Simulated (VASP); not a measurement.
A run of VASP 6.6.1 is set up as follows.

File INCAR:

```
SYSTEM = TiB2N3
PREC     = Accurate       ! precision mode
ENCUT    = 600            ! plane-wave cutoff, eV
EDIFF    = 1E-6           ! SCF threshold, eV
ISMEAR   = 0              ! smearing method
SIGMA    = 0.1            ! smearing width, eV
LREAL    = .False.        ! projectors in reciprocal space
LASPH    = .True.         ! aspherical terms in the spheres
NELM     = 150            ! most SCF steps
ALGO     = Normal         ! electronic algorithm
ISIF     = 3              ! what is computed and relaxed
LWAVE    = .False.        ! write WAVECAR
LCHARG   = .False.        ! write CHGCAR
ISPIN    = 2              ! spin polarisation
MAGMOM   = 1 0 0 0 0 0    ! initial moments
LORBIT   = 11             ! projections on sites
LMAXMIX  = 4              ! l up to which the mixer works
GGA      = PE             ! functional
IBRION   = 2              ! ionic algorithm
NSW      = 90             ! ionic steps
EDIFFG   = -0.04          ! ionic threshold
```

KPOINTS

```
Automatic mesh
0
Gamma
  4 4 6
  0 0 0
```

The input POSCAR:

```
TiB2N3
1.0
    4.0575327000      0.0000000000      0.0000000000
    0.0000000000      4.0575327000      0.0000000000
    0.0000000000      0.0000000000      3.6507032600
Ti B N
1 2 3
Direct
    0.0000000000      0.0000000000      0.0083075400
    0.0000000000      0.0000000000      0.5219981500
    0.5000000000      0.5000000000      0.3740738400
    0.5000000000      0.0000000000      0.8089161000
    0.0000000000      0.5000000000      0.8089161000
    0.5000000000      0.5000000000      0.7189079800
```

Potentials or basis: VASP PAW PBE potentials, release 64 (Ti_sv, B, N).

Run with:

```bash
$ cat potpaw_PBE.64/Ti_sv/POTCAR potpaw_PBE.64/B/POTCAR potpaw_PBE.64/N/POTCAR > POTCAR
$ mpirun -np 1 vasp_std > vasp.out
```

Predict the relaxed cell.

a = 3.257 Å, b = 3.257 Å, c = 4.982 Å, α = 90.00°, β = 90.00°, γ = 90.00°.

What does it give for the space group after relaxing (to 0.05 Å)?

P4mm (No. 99).

Estimate the net moment.

0.00 μB per cell.

Final structure:
```yaml
crystal:
  lattice:
    - [3.25665, 0.00000, 0.00000]
    - [0.00000, 3.25665, 0.00000]
    - [0.00000, 0.00000, 4.98154]
  atoms:
    - { symbol: Ti, position: [0.00000, 0.00000, 0.12837] }
    - { symbol: B, position: [0.00000, 0.00000, 0.66389] }
    - { symbol: B, position: [0.50000, 0.50000, 0.15417] }
    - { symbol: N, position: [0.50000, 0.00000, 0.72590] }
    - { symbol: N, position: [0.00000, 0.50000, 0.72590] }
    - { symbol: N, position: [0.50000, 0.50000, 0.84290] }
```

Caveat: the k points lie up to 0.48 Å⁻¹ apart in the final cell.
